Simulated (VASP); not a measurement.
Write the native input for VASP 6.6.1 that does the following.

- Task: single point
- Functional: r2SCAN
- Potentials or basis: VASP PAW PBE potentials, release 64 (Te, Mo_sv)
- Cutoff: 520 eV
- k mesh: 5 × 5 × 1
- Occupations: fermi-dirac, width 0.1 eV
- Spin: no spin polarisation
- Dipole correction: no
- Further INCAR settings: ALGO = Normal; EDIFF = 1e-07; NBANDS = 20

Te2Mo, a slab with vacuum:

```xyz
3
Lattice="3.5602 0.0000 0.0000 -1.7801 3.0833 0.0000 0.0000 0.0000 17.5241" Properties=species:S:1:pos:R:3 pbc="T T T"
Te    0.0000    2.0555   15.7341
Te    0.0000    2.0555    1.7900
Mo    0.0000    0.0000    0.0000
```

The input as run:

POSCAR

```
Te2Mo
1.0
    3.5602330000      0.0000000000      0.0000000000
   -1.7801165000      3.0832522214      0.0000000000
    0.0000000000      0.0000000000     17.5240580000
Te Mo
2 1
Direct
    0.3333333333      0.6666666667      0.8978550000
    0.3333333333      0.6666666667      0.1021450000
    0.0000000000      0.0000000000      0.0000000000
```

INCAR.step1

```
SYSTEM = Te2Mo
  ALGO = Normal
  EDIFF = 1E-4
  ENCUT = 520
  GGA = PE
  ISMEAR = -1
  LASPH = .True.
  LCHARG = .False.
  LREAL = .False.
  LWAVE = .True.
  NBANDS = 20
  NELM = 60
  PREC = Accurate
  SIGMA = 0.1
```

INCAR.step2

```
SYSTEM = Te2Mo
  ALGO = Normal
  EDIFF = 1E-7
  ENCUT = 520
  ISIF = 2
  ISMEAR = -1
  ISTART = 1
  LASPH = .True.
  LCHARG = .False.
  LMIXTAU = .True.
  LREAL = .False.
  LWAVE = .False.
  METAGGA = R2SCAN
  NBANDS = 20
  NELM = 60
  PREC = Accurate
  SIGMA = 0.1
```

KPOINTS

```
k-points
0
Gamma
  5 5 1
  0 0 0
```

Potentials or basis: VASP PAW PBE potentials, release 64 (Te, Mo_sv).

Run with:

```sh
$ cat potpaw_PBE.64/Te/POTCAR potpaw_PBE.64/Mo_sv/POTCAR > POTCAR
$ cp INCAR.step1 INCAR
$ mpirun -np 1 vasp_std > vasp.out
$ cp INCAR.step2 INCAR
$ mpirun -np 1 vasp_std > vasp.out
```

It gave:

| Quantity | Value |
| --- | --- |
| Largest force | 0.017 eV/Å |
| Band gap on the k mesh | 1.55 eV, direct |

Caveat: the PAW data sets were made with another functional, which shifts forces and pressure a little; spin-orbit coupling is left out, which moves the levels of the heavy elements.

Wall time 3 min on 1 thread of Intel(R) Xeon(R) Platinum 8259CL CPU @ 2.50GHz (Skylake/Cascade Lake) (shared host), peak memory 0.36 GiB.
